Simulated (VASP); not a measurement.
# Al (Pm-3m) in VASP: settings compared

The runs below take Al through single point, with PBE, PBEsol-based global hybrid.

Program: VASP 6.6.1. These are calculated values, not measurements. Logs are shortened: lines on timing, memory, paths and dates and some standing lists are left out, and cuts for length are marked.

## (1) The cell of the first run

The structure is cubic, space group Pm-3m (No. 221). Conventional cell: a = 2.722 Å, b = 2.722 Å, c = 2.722 Å, α = 90.00°, β = 90.00°, γ = 90.00°. Al (site symmetry m-3m) has 6 Al at 2.72 Å within 3.6 Å.

## (2) Single point, PBE

INCAR reads:

```
SYSTEM = Al
ALGO = Normal
EDIFF = 1E-6
ENCUT = 520
GGA = PE
ISIF = 2
ISMEAR = -1
LASPH = .TRUE.
LCHARG = .FALSE.
LREAL = .FALSE.
LWAVE = .FALSE.
NBANDS = 8
NELM = 80
PREC = Accurate
SIGMA = 0.05
```

KPOINTS reads:

```
k-points
0
G
  10 10 10
  0 0 0
```

POSCAR reads:

```
Al
1.0
    2.7217600000      0.0000000000      0.0000000000
    0.0000000000      2.7217600000      0.0000000000
    0.0000000000      0.0000000000      2.7217600000
Al
1
Direct
    0.0000000000      0.0000000000      0.0000000000
```

Potentials or basis: VASP PAW PBE potentials, release 64 (Al).

The run is started by

```
$ cat potpaw_PBE.64/Al/POTCAR > POTCAR
$ mpirun -np 1 vasp_std > vasp.out
```

OUTCAR:

```text
SYSTEM = Al
   EDIFF = 1E-6
   ENCUT = 520
   GGA = PE
   ISIF = 2
   ISMEAR = -1
   LASPH = .TRUE.
   LREAL = .FALSE.
   NELM = 80
   PREC = Accurate

 ion  position               nearest neighbor table
   1  0.000  0.000  0.000-

  LATTYP: Found a simple cubic cell.
 ALAT       =     2.7217600000

  Lattice vectors:

 A1 = (   2.7217600000,   0.0000000000,   0.0000000000)
 A2 = (   0.0000000000,   2.7217600000,   0.0000000000)
 A3 = (   0.0000000000,   0.0000000000,   2.7217600000)

Analysis of symmetry for initial positions (statically):
=====================================================================
 Subroutine PRICEL returns:
 Original cell was already a primitive cell.

 Routine SETGRP: Setting up the symmetry group for a
 simple cubic supercell.

 Subroutine GETGRP returns: Found 48 space group operations
[... 9 lines left out ...]

 Routine SETGRP: Setting up the symmetry group for a
 simple cubic supercell.

 Subroutine GETGRP returns: Found 48 space group operations
[... 11 lines left out ...]
                                     Primitive cell

  volume of cell :      20.1627

  direct lattice vectors                    reciprocal lattice vectors
     2.721760000  0.000000000  0.000000000     0.367409323  0.000000000  0.000000000
     0.000000000  2.721760000  0.000000000     0.000000000  0.367409323  0.000000000
     0.000000000  0.000000000  2.721760000     0.000000000  0.000000000  0.367409323

  length of vectors
     2.721760000  2.721760000  2.721760000     0.367409323  0.367409323  0.367409323

  position of ions in fractional coordinates (direct lattice)
     0.000000000  0.000000000  0.000000000

  ion indices of the primitive-cell ions
   primitive index   ion index
                 1           1

----------------------------------------------------------------------------------------

 KPOINTS: k-points

Automatic generation of k-mesh.
 Grid dimensions read from file:
 generate k-points for:   10   10   10

 Generating k-lattice:

  Cartesian coordinates                     Fractional coordinates (reciprocal lattice)
     0.036740932  0.000000000  0.000000000     0.100000000  0.000000000  0.000000000
     0.000000000  0.036740932  0.000000000     0.000000000  0.100000000  0.000000000
     0.000000000  0.000000000  0.036740932     0.000000000  0.000000000  0.100000000

  Length of vectors
     0.036740932  0.036740932  0.036740932

  Shift w.r.t. Gamma in fractional coordinates (k-lattice)
     0.000000000  0.000000000  0.000000000

 Subroutine IBZKPT returns following result:
 ===========================================

 Found     56 irreducible k-points:

 Following reciprocal coordinates:
            Coordinates               Weight
  0.000000  0.000000  0.000000      1.000000
  0.100000  0.000000  0.000000      6.000000
  0.200000  0.000000  0.000000      6.000000
  0.300000  0.000000  0.000000      6.000000
  0.400000  0.000000  0.000000      6.000000
  0.500000  0.000000  0.000000      3.000000
[... 16 lines left out ...]
  0.200000  0.100000  0.100000     24.000000
  0.300000  0.100000  0.100000     24.000000
 [... further k-points ...]
   k-points           NKPTS =     56   k-points in BZ     NKDIM =     56   number of bands    NBANDS=      8
   number of dos      NEDOS =    301   number of ions     NIONS =      1
   total plane-waves  NPLWV =   8000
   dimension x,y,z NGX =    20 NGY =   20 NGZ =   20
   dimension x,y,z NGXF=    40 NGYF=   40 NGZF=   40
   ions per type =               1
   NGX,Y,Z   is equivalent  to a cutoff of  12.22, 12.22, 12.22 a.u.
   NGXF,Y,Z  is equivalent  to a cutoff of  24.43, 24.43, 24.43 a.u.
 SYSTEM =  Al
   PREC   = accura    normal or accurate (medium, high low for compatibility)
   ISTART =      0    job   : 0-new  1-cont  2-samecut
   ICHARG =      2    charge: 1-file 2-atom 10-const
   ISPIN  =      1    spin polarized calculation?
   LNONCOLLINEAR =      F non collinear calculations
   LSORBIT =      F    spin-orbit coupling
   LASPH  =      T    aspherical Exc in radial PAW
   ENCUT  =  520.0 eV  38.22 Ry    6.18 a.u.   5.06  5.06  5.06*2*pi/ulx,y,z
   NELM   =     80;   NELMIN=  2; NELMDL= -5     # of ELM steps
   EDIFF  = 0.1E-05   stopping-criterion for ELM
   LREAL  =      F    real-space projection
   EDIFFG = 0.1E-04   stopping-criterion for IOM
   NSW    =      0    number of steps for IOM
   IBRION =     -1    ionic relax: 0-MD 1-quasi-New 2-CG
   NFREE  =      0    steps in history (QN), initial steepest desc. (CG)
   ISIF   =      2    stress and relaxation
   ISYM   =      2    0-nonsym 1-usesym 2-fastsym
   POTIM  = 0.5000    time-step for ionic-motion
   TEBEG  =    0.0;   TEEND  =   0.0 temperature during run
   PSTRESS=    0.0 pullay stress
   NELECT =       3.0000    total number of electrons
   NUPDOWN=      -1.0000    fix difference up-down
   EMIN   =  10.00;   EMAX   =-10.00  energy-range for DOS
   EFERMI =   0.00;   METHOD = LEGACY
   ISMEAR =    -1;   SIGMA  =   0.05  broadening in eV -4-tet -1-fermi 0-gaus
   EFERMI_NEDOS =   21; number of points for ismear=-14 and -15
   IALGO  =     38    algorithm
   IMIX   =      4    mixing-type and parameters
     AMIX     =   0.40;   BMIX     =  1.00
     AMIX_MAG =   1.60;   BMIX_MAG =  1.00
  volume/ion in A,a.u.               =      20.16       136.06
  Fermi-wavevector in a.u.,A,eV,Ry     =   0.867492  1.639322 10.238958  0.752542
  Thomas-Fermi vector in A             =   1.986034
   LORBIT       =      0    0 simple, 1 ext, 2 COOP (PROOUT), +10 PAW based schemes
   GGA     = PE    functional components
   LHFCALC =     F    Hartree Fock is set to
   AEXX    =    0.0000 exact exchange contribution
   IVDW    =     0    specifies the selected vdW correction
   LEPSILON=     F    determine dielectric tensor
   LRPA    =     F    only Hartree local field effects (RPA)
 non-spin polarized calculation
  energy-cutoff  :      520.00
  volume of cell :       20.16
 maximum number of plane-waves:       554
   NGX = 11   NGY = 11   NGZ = 11

 number of electron       3.0000000 magnetization

 Free energy of the ion-electron system (eV)
  ---------------------------------------------------
  ext. energy  EPLUGINS =         0.00000000
  ---------------------------------------------------
  free energy    TOTEN  =        -3.37324105 eV

  energy without entropy =       -3.36885073  energy(sigma->0) =       -3.37104589

 E-fermi :   5.6679     XC(G=0):  -9.4206

 val. band max:        5.6486110644   @ k =   0.4000   0.4000   0.1000
 cond. band min:       5.7331900850   @ k =   0.3000   0.1000   0.0000
 fundamental gap:      0.0845790206
 Fermi energy:         5.6678714683

 k-point     1 :       0.0000    0.0000    0.0000
  band No.  band energies     occupation
      1      -3.8948      2.00000
      2      13.6447      0.00000
      3      13.6447      0.00000
      4      14.7782      0.00000
      5      14.7782      0.00000
      6      14.7782      0.00000
      7      21.0291      0.00000
      8      29.5935      0.00000

 k-point     2 :       0.1000    0.0000    0.0000
  band No.  band energies     occupation
      1      -3.6974      2.00000
      2      11.1669      0.00000
      3      13.8101      0.00000
      4      14.9443      0.00000
      5      14.9443      0.00000
      6      16.8505      0.00000
      7      21.8716      0.00000
      8      28.1417      0.00000

 k-point     3 :       0.2000    0.0000    0.0000
  band No.  band energies     occupation
      1      -3.1078      2.00000
      2       8.2565      0.00000
      3      14.2903      0.00000
      4      15.4416      0.00000
      5      15.4416      0.00000
      6      18.5674      0.00000
      7      24.2665      0.00000
      8      25.6394      0.00000

 k-point     4 :       0.3000    0.0000    0.0000
  band No.  band energies     occupation
      1      -2.1351      2.00000
      2       5.5597      1.79372
      3      15.0203      0.00000
      4      16.2631      0.00000
      5      16.2631      0.00000
      6      19.9043      0.00000
      7      23.2117      0.00000
      8      23.2117      0.00000

 k-point     5 :       0.4000    0.0000    0.0000
  band No.  band energies     occupation
      1      -0.8070      2.00000
      2       3.1798      2.00000
      3      15.8104      0.00000
      4      17.3718      0.00000
      5      17.3718      0.00000
      6      21.1060      0.00000
      7      21.1060      0.00000
      8      21.1949      0.00000

 k-point     6 :       0.5000    0.0000    0.0000
  band No.  band energies     occupation
      1       0.4500      2.00000
      2       1.5698      2.00000
      3      16.2023      0.00000
      4      18.2946      0.00000
      5      18.2946      0.00000
      6      19.8471      0.00000
      7      19.8471      0.00000
      8      21.9564      0.00000

 k-point     7 :       0.1000    0.1000    0.0000
  band No.  band energies     occupation
      1      -3.5003      2.00000
      2      10.8939      0.00000
      3      11.9505      0.00000
      4      15.1102      0.00000
      5      15.8444      0.00000
      6      18.2292      0.00000
      7      22.4565      0.00000
      8      26.3711      0.00000
[... 133 lines left out ...]
 k-point    20 :       0.5000    0.4000    0.0000
  band No.  band energies     occupation
      1       3.5461      2.00000
      2       4.3191      2.00000
      3       7.2518      0.00000
      4       9.0340      0.00000
      5      20.7305      0.00000
      6      22.0393      0.00000
      7      23.5662      0.00000
      8      23.8764      0.00000

 k-point    21 :       0.5000    0.5000    0.0000
  band No.  band energies     occupation
      1       5.1112      1.99997
      2       5.1112      1.99997
      3       5.3672      1.99512
      4       7.8590      0.00000
      5      21.8569      0.00000
      6      22.4418      0.00000
      7      22.4418      0.00000
      8      24.8485      0.00000

 k-point    22 :       0.1000    0.1000    0.1000
  band No.  band energies     occupation
      1      -3.3033      2.00000
      2      11.0648      0.00000
      3      11.0648      0.00000
      4      13.5432      0.00000
      5      18.3798      0.00000
      6      18.3798      0.00000
      7      22.8938      0.00000
      8      26.1483      0.00000

 k-point    23 :       0.2000    0.1000    0.1000
  band No.  band energies     occupation
      1      -2.7149      2.00000
      2       8.5381      0.00000
      3      11.5701      0.00000
      4      13.6710      0.00000
      5      18.8013      0.00000
      6      20.5828      0.00000
      7      23.3916      0.00000
      8      23.7573      0.00000

 k-point    24 :       0.3000    0.1000    0.1000
  band No.  band energies     occupation
      1      -1.7441      2.00000
      2       5.9063      0.01683
      3      12.3768      0.00000
      4      14.4890      0.00000
      5      19.2387      0.00000
      6      20.8701      0.00000
      7      21.1324      0.00000
      8      23.0601      0.00000

 [... further k-points ...]
[... 5 lines left out ...]
  --------------------------------------------------------------------------------------
  -------------------------------------------------------------------------------------
  Total        0.0440344      0.0440344      0.0440344     -0.0000000      0.0000000     -0.0000000
  in kB        3.4990723      3.4990723      3.4990723     -0.0000000      0.0000000     -0.0000000
  external PRESSURE =       3.4990723 kB  Pullay stress =       0.0000000 kB

 VOLUME and BASIS-vectors are now :
 -----------------------------------------------------------------------------
  energy-cutoff  :      520.00
  volume of cell :       20.16
      direct lattice vectors                 reciprocal lattice vectors
     2.721760000  0.000000000  0.000000000     0.367409323  0.000000000  0.000000000
     0.000000000  2.721760000  0.000000000     0.000000000  0.367409323  0.000000000
     0.000000000  0.000000000  2.721760000     0.000000000  0.000000000  0.367409323

 POSITION                                       TOTAL-FORCE (eV/Angst)
 -----------------------------------------------------------------------------------
      0.00000      0.00000      0.00000         0.000000      0.000000      0.000000
 -----------------------------------------------------------------------------------
    total drift:                                0.000000      0.000000      0.000000

  FREE ENERGIE OF THE ION-ELECTRON SYSTEM (eV)
  ---------------------------------------------------
  free  energy   TOTEN  =        -3.3732410548 eV

  energy  without entropy=       -3.3688507336  energy(sigma->0) =       -3.37104589
```

Wall time 2.1 s (1 thread of Intel Xeon 6975P-C (Granite Rapids), shared host); peak memory 0.11 GiB.

Results:

```yaml
Free_energy: -3.3732 eV
Pressure: 0.3 GPa
```

## (3) Single point, PBEsol-based global hybrid

This run uses another cell than the first one, of 19.57 Å³/atom, 0.971 times its volume.

POSCAR reads:

```
Al
1.0
    2.6947414635      0.0000000000      0.0000000000
    0.0000000000      2.6947414635      0.0000000000
    0.0000000000      0.0000000000      2.6947414635
Al
1
Direct
    0.0000000000      0.0000000000      0.0000000000
```

INCAR.step1 reads:

```
SYSTEM = Al
PREC = Accurate
ENCUT = 520
EDIFF = 1E-5
ISMEAR = -1
SIGMA = 0.05
LREAL = .FALSE.
LASPH = .TRUE.
NELM = 60
ALGO = Normal
ISIF = 2
LWAVE = .TRUE.
LCHARG = .FALSE.
NBANDS = 8
GGA = PE
```

INCAR.step2 reads:

```
SYSTEM = Al
PREC = Accurate
ENCUT = 520
EDIFF = 1E-7
ISMEAR = -1
SIGMA = 0.05
LREAL = .FALSE.
LASPH = .TRUE.
NELM = 60
ALGO = Normal
ISIF = 2
LWAVE = .FALSE.
LCHARG = .FALSE.
GGA = PS
LHFCALC = .TRUE.
AEXX = 0.25
PRECFOCK = Normal
NBANDS = 8
ISTART = 1
```

KPOINTS reads:

```
Automatic mesh
0
G
  5 5 5
  0 0 0
```

Potentials or basis: VASP PAW PBE potentials, release 64 (Al).

The run is started by

```
$ cat potpaw_PBE.64/Al/POTCAR > POTCAR
$ cp INCAR.step1 INCAR
$ mpirun -np 1 vasp_std > vasp.out
$ cp INCAR.step2 INCAR
$ mpirun -np 1 vasp_std > vasp.out
```

Wall time 9.6 s (1 thread of Intel Xeon 6975P-C (Granite Rapids), shared host); peak memory 0.12 GiB.

Results (log left out):

```
Free energy : -4.2570 eV
Pressure    : -0.1 GPa
```

Levels at points of the mesh, in eV from the Fermi level:
```tsv
k point	band 1	band 2	band 3	band 4
(0.00, 0.00, 0.00)	-11.28	9.64	9.64	10.92
```

Caveat: the k points lie up to 0.47 Å⁻¹ apart; the PAW data sets were made with another functional, which shifts forces and pressure a little.
